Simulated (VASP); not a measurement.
## In4SbAs3: single point with PBE

The system is In4SbAs3.

```
In Sb As
1.0
     6.30122    0.00000    0.00000
     0.00000    6.30122    0.00000
    -3.15061   -3.15061    6.29094
In Sb As
4 1 3
Direct
  0.38985 0.86821 0.25806
  0.86821 0.38985 0.25806
  0.13179 0.13179 0.74194
  0.61015 0.61015 0.74194
  0.00000 0.00000 0.00000
  0.25000 0.75000 0.50000
  0.75000 0.25000 0.50000
  0.50000 0.50000 0.00000
```

| Quantity | Value |
| --- | --- |
| Program | VASP 6.6.1 |
| Task | single point |
| Functional | PBE |
| Potentials or basis | VASP PAW PBE potentials, release 64 (In_d, Sb, As) |
| Cutoff | 520 eV |
| k mesh | 4 × 4 × 4 |
| Occupations | gaussian, width 0.2 eV |
| Spin | no spin polarisation |

```yaml
Pressure: 0.1 GPa
Largest_force: 0.003 eV/Å
Band_gap_on_the_k_mesh: zero (filled and empty bands touch)
```

Forces on the atoms (eV/Å):
```
In  -0.002  0.002  0.002
In   0.002 -0.002  0.002
In  -0.002 -0.002 -0.002
In   0.002  0.002 -0.002
Sb   0.000  0.000  0.000
As   0.000  0.000  0.000
As   0.000  0.000  0.000
As   0.000  0.000  0.000
```

Levels at points of the mesh, in eV from the Fermi level:
| k point | band 34 | band 35 | band 36 | band 37 | band 38 | band 39 |
| --- | --- | --- | --- | --- | --- | --- |
| (0.00, 0.00, 0.00) | -0.69 | -0.08 | -0.08 | -0.08 | 1.54 | 1.73 |
| (0.50, 0.00, 0.00) | -1.70 | -1.19 | -0.93 | 2.24 | 2.36 | 2.66 |
| (0.50, 0.50, 0.00) | -0.96 | -0.79 | -0.74 | 0.43 | 0.76 | 1.99 |
| (0.00, 0.00, 0.50) | -1.54 | -1.17 | -1.17 | 1.38 | 1.58 | 1.76 |

Wall time 6 min on 1 thread of Intel Xeon 8259CL (shared host), peak memory 0.43 GiB.

Caveat: semilocal functionals underestimate gaps, and a narrow one can read as zero; spin-orbit coupling is left out, which moves the levels of the heavy elements.
